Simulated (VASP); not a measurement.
# Ta2N (P-1) in VASP: notebook, part 2 of 2

VASP 6.6.1. Earlier steps stand in the parts before.

## 3. Single point, LDA (engineering shear strain xy -0.0933, normal strain along z +0.0700)

Contents of INCAR:

```
  PREC = Accurate
  ENCUT = 520
  EDIFF = 1E-7
  ISMEAR = 0
  SIGMA = 0.15
  LREAL = False
  LASPH = True
  NELM = 80
  ALGO = Normal
  ISIF = 2
  LWAVE = False
  LCHARG = False
  GGA = CA
  NBANDS = 20
```

Contents of KPOINTS:

```
Automatic mesh
0
Gamma
  15 15 8
```

Contents of POSCAR:

```
Ta2N
1.0
    3.0618406011     -0.1428348640      0.0000000000
   -1.6546189214      2.7230491749      0.0000000000
    0.0000000000      0.0000000000      5.1222640622
Ta N
2 1
Direct
    0.6666666667      0.3333333333      0.7466885012
    0.3333333333      0.6666666667      0.2533114988
    0.0000000000      0.0000000000      0.0000000000
```

Potentials or basis: VASP PAW LDA potentials, release 64 (Ta_pv, N).

On the command line:

```bash
> cat potpaw_LDA.64/Ta_pv/POTCAR potpaw_LDA.64/N/POTCAR > POTCAR
> mpirun -np 1 vasp_std > vasp.out
```

OUTCAR:

```text
PREC = Accurate
   ENCUT = 520
   EDIFF = 1E-7
   ISMEAR = 0
   LREAL = False
   LASPH = True
   NELM = 80
   ISIF = 2
   GGA = CA

 ion  position               nearest neighbor table
   1  0.667  0.333  0.747-   3 2.14   3 2.19   3 2.25   2 3.04   2 3.09   2 3.10   2 3.13   2 3.14
                             2 3.18
   2  0.333  0.667  0.253-   3 2.14   3 2.19   3 2.25   1 3.04   1 3.09   1 3.10   1 3.13   1 3.14
                             1 3.18
   3  0.000  0.000  0.000-   1 2.14   2 2.14   1 2.19   2 2.19   1 2.25   2 2.25

  LATTYP: Found a simple monoclinic cell.
 ALAT       =     2.9390098241
 B/A-ratio  =     1.7428536714
 C/A-ratio  =     1.0429262225
 COS(beta)  =    -0.4373774840

  Lattice vectors:

 A1 = (   1.4072216797,   2.5802143109,   0.0000000000)
 A2 = (   0.0000000000,   0.0000000000,  -5.1222640622)
 A3 = (  -3.0618406011,   0.1428348640,   0.0000000000)

Analysis of symmetry for initial positions (statically):
=====================================================================
[... 164 lines left out ...]
 number of electron      27.0000002 magnetization

 Free energy of the ion-electron system (eV)
  ---------------------------------------------------
  ext. energy  EPLUGINS =         0.00000000
  ---------------------------------------------------
  free energy    TOTEN  =       -37.30058855 eV

  energy without entropy =      -37.28492682  energy(sigma->0) =      -37.29275768

 E-fermi :   7.0947     XC(G=0): -12.9635

 val. band max:        7.0924067043   @ k =   0.1333   0.0667   0.2500
 cond. band min:       7.0951947475   @ k =  -0.3333   0.0667   0.5000
 fundamental gap:      0.0027880432
 Fermi energy:         7.0947243708

 k-point     1 :       0.0000    0.0000    0.0000
  band No.  band energies     occupation
      1     -28.3203      2.00000
      2     -27.6459      2.00000
      3     -27.5642      2.00000
      4     -27.5161      2.00000
      5     -27.4906      2.00000
      6     -27.4085      2.00000
[... 541 lines left out ...]
     19       9.8020      0.00000
     20      11.8156      0.00000

 [... further k-points ...]
[... 5 lines left out ...]
  --------------------------------------------------------------------------------------
  -------------------------------------------------------------------------------------
  Total       -2.8462736     -2.8551973     -5.9894945      3.1877239     -0.0571758     -1.1931959
  in kB     -109.8944159   -110.2389582   -231.2539475    123.0777878     -2.2075539    -46.0692085
  external PRESSURE =    -150.4624405 kB  Pullay stress =       0.0000000 kB

 VOLUME and BASIS-vectors are now :
 -----------------------------------------------------------------------------
  energy-cutoff  :      520.00
  volume of cell :       41.50
      direct lattice vectors                 reciprocal lattice vectors
     3.061840601 -0.142834864  0.000000000     0.336128896  0.204243550  0.000000000
    -1.654618921  2.723049175  0.000000000     0.017631310  0.377948775  0.000000000
     0.000000000  0.000000000  5.122264062     0.000000000  0.000000000  0.195226171

 POSITION                                       TOTAL-FORCE (eV/Angst)
 -----------------------------------------------------------------------------------
      1.48969      0.81246      3.82474         0.157818     -0.016242     -0.217917
     -0.08247      1.76775      1.29753        -0.157818      0.016242      0.217917
      0.00000      0.00000      0.00000         0.000000     -0.000000      0.000000
 -----------------------------------------------------------------------------------
    total drift:                                0.000000     -0.000000      0.000000

  FREE ENERGIE OF THE ION-ELECTRON SYSTEM (eV)
  ---------------------------------------------------
  free  energy   TOTEN  =       -37.3005885483 eV

  energy  without entropy=      -37.2849268175  energy(sigma->0) =      -37.29275768
```

Wall time 3.7 min (1 thread of Intel Xeon 6975P-C (Granite Rapids), shared host); peak memory 0.69 GiB.

What came out:

- Free energy: -37.3006 eV
- Pressure: -15.0 GPa
- Largest force: 0.270 eV/Å

Forces on the atoms (eV/Å):
```
Ta   0.158 -0.016 -0.218
Ta  -0.158  0.016  0.218
N    0.000  0.000  0.000
```

Caveat: the cell differs from its parent crystal (engineering shear strain xy -0.0933, normal strain along z +0.0700); spin-orbit coupling is left out, which moves the levels of the heavy elements.

## 4. Single point, LDA (engineering shear strain xy -0.1400, normal strain along z -0.0467)

Contents of INCAR:

```
SYSTEM = Ta2N
PREC = Accurate
ENCUT = 520
EDIFF = 1E-6
ISMEAR = 0
SIGMA = 0.15
LREAL = .FALSE.
LASPH = .TRUE.
NELM = 100
ALGO = Normal
ISIF = 2
LWAVE = .FALSE.
LCHARG = .FALSE.
GGA = CA
NBANDS = 20
```

Contents of KPOINTS:

```
Automatic mesh
0
G
  15 15 8
  0 0 0
```

Contents of POSCAR:

```
Ta2N
1.0
    3.0618406011     -0.2143288420      0.0000000000
   -1.7165345226      2.7587961639      0.0000000000
    0.0000000000      0.0000000000      4.5636021781
Ta N
2 1
Direct
    0.6666666667      0.3333333333      0.7466885012
    0.3333333333      0.6666666667      0.2533114988
    0.0000000000      0.0000000000      0.0000000000
```

Potentials or basis: VASP PAW LDA potentials, release 64 (Ta_pv, N).

On the command line:

```bash
> cat potpaw_LDA.64/Ta_pv/POTCAR potpaw_LDA.64/N/POTCAR > POTCAR
> mpirun -np 1 vasp_std > vasp.out
```

OUTCAR:

```text
SYSTEM = Ta2N
   PREC = Accurate
   ENCUT = 520
   EDIFF = 1E-6
   ISMEAR = 0
   LREAL = .FALSE.
   LASPH = .TRUE.
   NELM = 100
   ISIF = 2
   GGA = CA

 ion  position               nearest neighbor table
   1  0.667  0.333  0.747-   3 2.02   3 2.12   3 2.20   2 2.80   2 2.85   2 2.87   2 2.91   2 2.93
                             2 2.98
   2  0.333  0.667  0.253-   3 2.02   3 2.12   3 2.20   1 2.80   1 2.85   1 2.87   1 2.91   1 2.93
                             1 2.98
   3  0.000  0.000  0.000-   1 2.02   2 2.02   1 2.12   2 2.12   1 2.20   2 2.20

  LATTYP: Found a simple monoclinic cell.
 ALAT       =     2.8782220896
 B/A-ratio  =     1.5855629052
[... 743 lines left out ...]

 [... further k-points ...]
[... 5 lines left out ...]
  --------------------------------------------------------------------------------------
  -------------------------------------------------------------------------------------
  Total        4.8216892      4.8177249      7.5779277      6.0521327     -0.3964715     -2.4832225
  in kB      209.5267613    209.3544959    329.2992561    262.9957490    -17.2286899   -107.9085671
  external PRESSURE =     249.3935044 kB  Pullay stress =       0.0000000 kB

 VOLUME and BASIS-vectors are now :
 -----------------------------------------------------------------------------
  energy-cutoff  :      520.00
  volume of cell :       36.87
      direct lattice vectors                 reciprocal lattice vectors
     3.061840601 -0.214328842  0.000000000     0.341473574  0.212466287  0.000000000
    -1.716534523  2.758796164  0.000000000     0.026528830  0.378983292  0.000000000
     0.000000000  0.000000000  4.563602178     0.000000000  0.000000000  0.219125147

 POSITION                                       TOTAL-FORCE (eV/Angst)
 -----------------------------------------------------------------------------------
      1.46905      0.77671      3.40759         0.249213      0.054599     -0.510783
     -0.12374      1.76775      1.15601        -0.249213     -0.054599      0.510783
      0.00000      0.00000      0.00000         0.000000      0.000000      0.000000
 -----------------------------------------------------------------------------------
    total drift:                                0.000000     -0.000000      0.000000

  FREE ENERGIE OF THE ION-ELECTRON SYSTEM (eV)
  ---------------------------------------------------
  free  energy   TOTEN  =       -37.0456637969 eV

  energy  without entropy=      -37.0324034121  energy(sigma->0) =      -37.03903360
```

stdout:

```text
POSCAR found type information on POSCAR TaN
 POSCAR found :  2 types and       3 ions
 scaLAPACK will be used
 LDA part: xc-table for (Slater(with rela. corr.)+CA(PZ))
 , standard interpolation
 POSCAR, INCAR and KPOINTS ok, starting setup
 FFT: planning ... GRIDC
 FFT: planning ... GRID_SOFT
 FFT: planning ... GRID
 WAVECAR not read
 entering main loop
```

Run time: 21 min. Hardware: 1 thread of AMD EPYC 7R13, shared host; peak memory 0.6 GiB.

Results:

| Item | Value |
| --- | --- |
| Free energy | -37.0457 eV |
| Pressure | 24.9 GPa |
| Largest force | 0.571 eV/Å |

Forces on the atoms (eV/Å):
```
Ta   0.249  0.055 -0.511
Ta  -0.249 -0.055  0.511
N    0.000  0.000  0.000
```

Caveat: the cell differs from its parent crystal (engineering shear strain xy -0.1400, normal strain along z -0.0467); spin-orbit coupling is left out, which moves the levels of the heavy elements.

## 5. The runs side by side

```csv
cell,gap on the mesh (eV),pressure (GPa),largest force (eV/Å)
"a = 3.069, b = 3.249, c = 5.122 Å, angles 90.0, 90.0, 125.9°, 3 atoms",none,-12.7,0.46
"a = 3.065, b = 3.186, c = 5.122 Å, angles 90.0, 90.0, 124.0°, 3 atoms",none,-15.0,0.27
"a = 3.069, b = 3.249, c = 4.564 Å, angles 90.0, 90.0, 125.9°, 3 atoms",none,24.9,0.57
```

Alike in all rows: task single point; level LDA; potentials or basis VASP PAW LDA potentials, release 64 (Ta_pv, N); no spin polarisation; k mesh 15 × 15 × 8; cutoff (eV) 520; smearing gaussian 0.15 eV.

Caveats: spin-orbit coupling is left out, which moves the levels of the heavy elements.

Absolute energies hang on the potentials; compare differences alone.
